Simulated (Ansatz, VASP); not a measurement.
BiTe in VASP and in Ansatz

```
Bi Te
1.0
     0.00000    3.25119    3.17544
     3.25119    0.00000    3.17544
     3.25119    3.25119    0.00000
Bi Te
1 1
Cartesian
  0.0000 0.0000 0.0000
  3.2512 3.2512 3.1754
```

Change from the starting cell: mode 6 frozen in at +0.000 Å, normal strain along z -0.0233.

Alike in both runs: task single point; functional PBE; k mesh 12 × 12 × 12; occupations gaussian, width 0.15 eV; no spin polarisation.

|  | VASP | Ansatz |
| --- | --- | --- |
| version | VASP 6.6.1 | Ansatz 0.2.0 |
| potentials or method | VASP PAW PBE potentials, release 64 (Bi_d, Te), cutoff 520 eV | scalar-relativistic, plane waves, PAW |
| valence electrons in the cell | 21 | 31 |

```csv
,VASP,Ansatz,Ansatz less VASP
gap on the k mesh at the Fermi level (eV),none,none,-
pressure (GPa),1.2,1.2,+0.05
"traceless stress, the component that is largest in VASP (GPa)",1.47,1.47,+0.001
```

A gap of «none» marks a metal or a gap that the smearing closes. VASP's potentials hold 21 valence electrons a cell and Ansatz's 31, so a difference there can come from the potentials and not from the codes.

Spin-orbit coupling is off throughout.
